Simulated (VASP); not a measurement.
# Ir (P6_3/mmc) in VASP: further runs

Aim: see how the results for Ir move with the level of theory and the settings. Levels: BLYP+D3(BJ), LDA, r2SCAN. Tasks: relaxation of cell and atoms, single point.

All numbers are computed with VASP 6.6.1; they aren't measurements. Logs are shortened: lines on timing, memory, paths and dates and some standing lists are left out, and cuts for length are marked.

**1. The cell of the first run**

It takes space group P6_3/mmc (No. 194, hexagonal). Conventional cell: a = 2.751 Å, b = 2.751 Å, c = 4.462 Å, α = 90.00°, β = 90.00°, γ = 120.00°. Ir (site symmetry -6m2) has 12 Ir at 2.74 to 2.75 Å within 3.6 Å.

**2. Relaxation of cell and atoms, BLYP+D3(BJ)**

The input, INCAR:

```
PREC = Accurate
ENCUT = 600
EDIFF = 1E-7
ISMEAR = -1
SIGMA = 0.05
LREAL = False
LASPH = True
NELM = 80
ALGO = Normal
ISIF = 3
LWAVE = False
LCHARG = False
GGA = B5
ALDAX = 1.0
AGGAX = 1.0
AGGAC = 1.0
ALDAC = 0.0
IVDW = 12
VDW_S6 = 1.0
VDW_S8 = 2.6996
VDW_A1 = 0.4298
VDW_A2 = 4.2359
IBRION = 2
NSW = 60
EDIFFG = -0.01
```

The input, KPOINTS:

```
regular mesh
0
Gamma
  11 11 6
```

The input, POSCAR:

```
Ir
1.0
    2.7513778946      0.0000000000      0.0000000000
   -1.3756889473      2.3827631521      0.0000000000
    0.0000000000      0.0000000000      4.4622900000
Ir
2
Direct
    0.3333333333      0.6666666667      0.2500000000
    0.6666666667      0.3333333333      0.7500000000
```

Potentials or basis: VASP PAW PBE potentials, release 64 (Ir).

The run is started by

```console
> cat potpaw_PBE.64/Ir/POTCAR > POTCAR
> mpirun -np 1 vasp_std > vasp.out
```

OUTCAR:

```text
PREC = Accurate
   ENCUT = 600
   EDIFF = 1E-7
   ISMEAR = -1
   LREAL = False
   LASPH = True
   NELM = 80
   ISIF = 3
   GGA = B5
   IVDW = 12
   IBRION = 2
   NSW = 60
   EDIFFG = -0.01
 IVDW          = 12

 ion  position               nearest neighbor table
   1  0.333  0.667  0.250-   2 2.74   2 2.74   2 2.74   2 2.74   2 2.74   2 2.74
   2  0.667  0.333  0.750-   1 2.74   1 2.74   1 2.74   1 2.74   1 2.74   1 2.74

  LATTYP: Found a hexagonal cell.
 ALAT       =     2.7513778946
 C/A-ratio  =     1.6218382828

  Lattice vectors:

 A1 = (   2.7513778946,   0.0000000000,   0.0000000000)
 A2 = (  -1.3756889473,   2.3827631521,   0.0000000000)
 A3 = (   0.0000000000,   0.0000000000,   4.4622900000)

Analysis of symmetry for initial positions (statically):
=====================================================================
 Subroutine PRICEL returns:
 Original cell was already a primitive cell.

 Routine SETGRP: Setting up the symmetry group for a
 hexagonal supercell.

 Subroutine GETGRP returns: Found 24 space group operations
 (whereof 12 operations were pure point group operations)
 out of a pool of 24 trial point group operations.

The static configuration has the point symmetry D_3d.
 The point group associated with its full space group is D_6h.

Analysis of symmetry for dynamics (positions and initial velocities):
=====================================================================
 Subroutine PRICEL returns:
 Original cell was already a primitive cell.

 Routine SETGRP: Setting up the symmetry group for a
 hexagonal supercell.

 Subroutine GETGRP returns: Found 24 space group operations
 (whereof 12 operations were pure point group operations)
 out of a pool of 24 trial point group operations.

The dynamic configuration has the point symmetry D_3d.
 The point group associated with its full space group is D_6h.

 Subroutine INISYM returns: Found 24 space group operations
 (whereof 12 operations are pure point group operations),
 and found     1 'primitive' translations

----------------------------------------------------------------------------------------

                                     Primitive cell

  volume of cell :      29.2542

  direct lattice vectors                    reciprocal lattice vectors
     2.751377895  0.000000000  0.000000000     0.363454254  0.209840411  0.000000000
    -1.375688947  2.382763152  0.000000000     0.000000000  0.419680823  0.000000000
     0.000000000  0.000000000  4.462290000     0.000000000  0.000000000  0.224100182

  length of vectors
     2.751377895  2.751377895  4.462290000     0.419680823  0.419680823  0.224100182

  position of ions in fractional coordinates (direct lattice)
     0.333333333  0.666666667  0.250000000
     0.666666667  0.333333333  0.750000000

  ion indices of the primitive-cell ions
   primitive index   ion index
                 1           1
                 2           2

----------------------------------------------------------------------------------------

 KPOINTS: regular mesh

Automatic generation of k-mesh.
 Grid dimensions read from file:
 generate k-points for:   11   11    6

 Generating k-lattice:

  Cartesian coordinates                     Fractional coordinates (reciprocal lattice)
     0.033041296  0.019076401  0.000000000     0.090909091 -0.000000000  0.000000000
     0.000000000  0.038152802  0.000000000     0.000000000  0.090909091  0.000000000
     0.000000000  0.000000000  0.037350030     0.000000000  0.000000000  0.166666667

  Length of vectors
     0.038152802  0.038152802  0.037350030

  Shift w.r.t. Gamma in fractional coordinates (k-lattice)
     0.000000000  0.000000000  0.000000000

 Subroutine IBZKPT returns following result:
 ===========================================

 Found     64 irreducible k-points:

 Following reciprocal coordinates:
            Coordinates               Weight
  0.000000  0.000000  0.000000      1.000000
  0.090909 -0.000000  0.000000      6.000000
  0.181818 -0.000000  0.000000      6.000000
  0.272727 -0.000000  0.000000      6.000000
  0.363636 -0.000000  0.000000      6.000000
  0.454545 -0.000000  0.000000      6.000000
[... 16 lines left out ...]
  0.090909  0.090909  0.166667     12.000000
  0.181818  0.090909  0.166667     24.000000
 [... further k-points ...]
   k-points           NKPTS =     64   k-points in BZ     NKDIM =     64   number of bands    NBANDS=     13
   number of dos      NEDOS =    301   number of ions     NIONS =      2
   total plane-waves  NPLWV =  20736
   dimension x,y,z NGX =    24 NGY =   24 NGZ =   36
   dimension x,y,z NGXF=    48 NGYF=   48 NGZF=   72
   ions per type =               2
   NGX,Y,Z   is equivalent  to a cutoff of  14.50, 14.50, 13.41 a.u.
   NGXF,Y,Z  is equivalent  to a cutoff of  29.00, 29.00, 26.82 a.u.
 SYSTEM =  unknown system
   PREC   = accura    normal or accurate (medium, high low for compatibility)
   ISTART =      0    job   : 0-new  1-cont  2-samecut
   ICHARG =      2    charge: 1-file 2-atom 10-const
   ISPIN  =      1    spin polarized calculation?
   LNONCOLLINEAR =      F non collinear calculations
   LSORBIT =      F    spin-orbit coupling
   LASPH  =      T    aspherical Exc in radial PAW
   ENCUT  =  600.0 eV  44.10 Ry    6.64 a.u.   5.50  5.50  8.91*2*pi/ulx,y,z
   NELM   =     80;   NELMIN=  2; NELMDL= -5     # of ELM steps
   EDIFF  = 0.1E-06   stopping-criterion for ELM
   LREAL  =      F    real-space projection
   EDIFFG = -.1E-01   stopping-criterion for IOM
   NSW    =     60    number of steps for IOM
   IBRION =      2    ionic relax: 0-MD 1-quasi-New 2-CG
   NFREE  =      1    steps in history (QN), initial steepest desc. (CG)
   ISIF   =      3    stress and relaxation
   ISYM   =      2    0-nonsym 1-usesym 2-fastsym
   POTIM  = 0.5000    time-step for ionic-motion
   TEBEG  =    0.0;   TEEND  =   0.0 temperature during run
   PSTRESS=    0.0 pullay stress
   NELECT =      18.0000    total number of electrons
   NUPDOWN=      -1.0000    fix difference up-down
   EMIN   =  10.00;   EMAX   =-10.00  energy-range for DOS
   EFERMI =   0.00;   METHOD = LEGACY
   ISMEAR =    -1;   SIGMA  =   0.05  broadening in eV -4-tet -1-fermi 0-gaus
   EFERMI_NEDOS =   21; number of points for ismear=-14 and -15
   IALGO  =     38    algorithm
   IMIX   =      4    mixing-type and parameters
     AMIX     =   0.40;   BMIX     =  1.00
     AMIX_MAG =   1.60;   BMIX_MAG =  1.00
  volume/ion in A,a.u.               =      14.63        98.71
  Fermi-wavevector in a.u.,A,eV,Ry     =   1.392417  2.631287 26.379323  1.938826
  Thomas-Fermi vector in A             =   2.516162
   LORBIT       =      0    0 simple, 1 ext, 2 COOP (PROOUT), +10 PAW based schemes
   GGA     = B5    functional components
   LHFCALC =     F    Hartree Fock is set to
   AEXX    =    0.0000 exact exchange contribution
   IVDW    =    12    specifies the selected vdW correction
   LEPSILON=     F    determine dielectric tensor
   LRPA    =     F    only Hartree local field effects (RPA)
 conjugate gradient relaxation of ions
 non-spin polarized calculation
  energy-cutoff  :      600.00
  volume of cell :       29.25
 maximum number of plane-waves:      1002
 NGX is ok and might be reduce to    24
   NGX = 11   NGY = 11   NGZ = 17

--------------------------------------- Ionic step        1  -------------------------------------------

 number of electron      17.9999998 magnetization

 Free energy of the ion-electron system (eV)
  ---------------------------------------------------
  ext. energy  EPLUGINS =         0.00000000
  ---------------------------------------------------
  free energy    TOTEN  =       -14.65521760 eV

  energy without entropy =      -14.62799364  energy(sigma->0) =      -14.64160562

------------------------ aborting loop because EDIFF is reached ----------------------------------------

 Edisp (eV)   -3.33238

 E8    (eV) :    -2.5238

  FORCE on cell =-STRESS in cart. coord.  units (eV):
  Direction    XX          YY          ZZ          XY          YZ          ZX
  --------------------------------------------------------------------------------------
  -------------------------------------------------------------------------------------
  Total      -0.17540    -0.17540    -0.16509     0.00000    -0.00000     0.00000
  in kB      -9.60639    -9.60639    -9.04134     0.00000    -0.00000     0.00000
  external pressure =       -9.42 kB  Pullay stress =        0.00 kB
[... 61 lines left out ...]
  energy  without entropy=      -17.9581025115  energy(sigma->0) =      -17.97150196

--------------------------------------- Ionic step        3  -------------------------------------------

 number of electron      17.9999999 magnetization

 Free energy of the ion-electron system (eV)
  ---------------------------------------------------
  ext. energy  EPLUGINS =         0.00000000
  ---------------------------------------------------
  free energy    TOTEN  =       -14.64563441 eV

  energy without entropy =      -14.61850327  energy(sigma->0) =      -14.63206884

 E-fermi :  10.5806     XC(G=0): -13.0955

 val. band max:       10.5708182935   @ k =   0.3636  -0.0000   0.0000
 cond. band min:      10.5900326517   @ k =   0.2727   0.0909   0.3333
 fundamental gap:      0.0192143581
 Fermi energy:        10.5805909924

 k-point     1 :       0.0000    0.0000    0.0000
  band No.  band energies     occupation
      1      -0.1225      2.00000
      2       2.7911      2.00000
      3       6.7969      2.00000
      4       6.9078      2.00000
      5       6.9078      2.00000
      6       7.5264      2.00000
      7       7.5264      2.00000
      8       8.2874      2.00000
      9       8.2874      2.00000
     10      10.1671      1.99949
     11      10.8432      0.01043
     12      10.8432      0.01043
     13      17.4402      0.00000
[... 353 lines left out ...]
 k-point    24 :       0.1818    0.0909    0.1667
  band No.  band energies     occupation
      1       2.0475      2.00000
      2       4.2822      2.00000
      3       5.5273      2.00000
      4       5.7190      2.00000
      5       6.6327      2.00000
      6       7.2412      2.00000
      7       7.7512      2.00000
      8       8.4300      2.00000
      9       9.0747      2.00000
     10       9.2925      2.00000
     11      11.0762      0.00010
     12      14.4292      0.00000
     13      19.4042      0.00000

 [... further k-points ...]

------------------------ aborting loop because EDIFF is reached ----------------------------------------

 Edisp (eV)   -3.34221

 E8    (eV) :    -2.5313

  FORCE on cell =-STRESS in cart. coord.  units (eV):
  Direction    XX          YY          ZZ          XY          YZ          ZX
  --------------------------------------------------------------------------------------
  -------------------------------------------------------------------------------------
  Total      -0.00197    -0.00197     0.00849     0.00000    -0.00000     0.00000
  in kB      -0.10796    -0.10796     0.46631     0.00000    -0.00000     0.00000
  external pressure =        0.08 kB  Pullay stress =        0.00 kB
[... 17 lines left out ...]
  FREE ENERGIE OF THE ION-ELECTRON SYSTEM (eV)
  ---------------------------------------------------
  free  energy   TOTEN  =       -17.9878456974 eV

  energy  without entropy=      -17.9607145509  energy(sigma->0) =      -17.97428012

 reached required accuracy - stopping structural energy minimisation
```

It took 74 s on 1 thread of Intel Xeon Platinum 8259CL at 2.50GHz (Skylake/Cascade Lake), shared host; peak memory 0.18 GiB.

What came out:

| Quantity | Value |
| --- | --- |
| Free energy | -17.9878 eV |
| Relaxed volume | 14.59 Å³/atom |
| Relaxed cell | a = 2.749 Å, b = 2.749 Å, c = 4.458 Å, α = 90.00°, β = 90.00°, γ = 120.00° |
| Space group after relaxing (to 0.05 Å) | P6_3/mmc (No. 194) |
| Energy gained by relaxing | 0.1 meV/atom |
| Ionic steps | 3 |
| Pressure after relaxing | 0.0 GPa |
| Band gap on the k mesh | zero (band 9 reaches 11.49 eV, above the bottom of band 10 at 8.47 eV) |
| Dispersion energy per atom | -1.671 eV |

Step by step:
| step | energy change (eV) | largest force (eV/Å) | pressure (GPa) | volume (Å³) |
| --- | --- | --- | --- | --- |
| 1 | 0.0000 | 0.0000 | -0.94 | 29.25 |
| 2 | 0.0027 | 0.0000 | 3.41 | 28.89 |
| 3 | -0.0002 | 0.0000 | 0.01 | 29.17 |

Final structure:
```yaml
crystal:
  lattice:
    - [2.74876, 0.00000, 0.00000]
    - [-1.37438, 2.38050, 0.00000]
    - [0.00000, 0.00000, 4.45830]
  atoms:
    - { symbol: Ir, position: [0.33333, 0.66667, 0.25000] }
    - { symbol: Ir, position: [0.66667, 0.33333, 0.75000] }
```

Caveat: the PAW data sets were made with another functional, which shifts forces and pressure a little; spin-orbit coupling is left out, which moves the levels of the heavy elements; pairwise dispersion overbinds metals, which lowers pressure and volume.

(Part 1 of 3 ends here.)
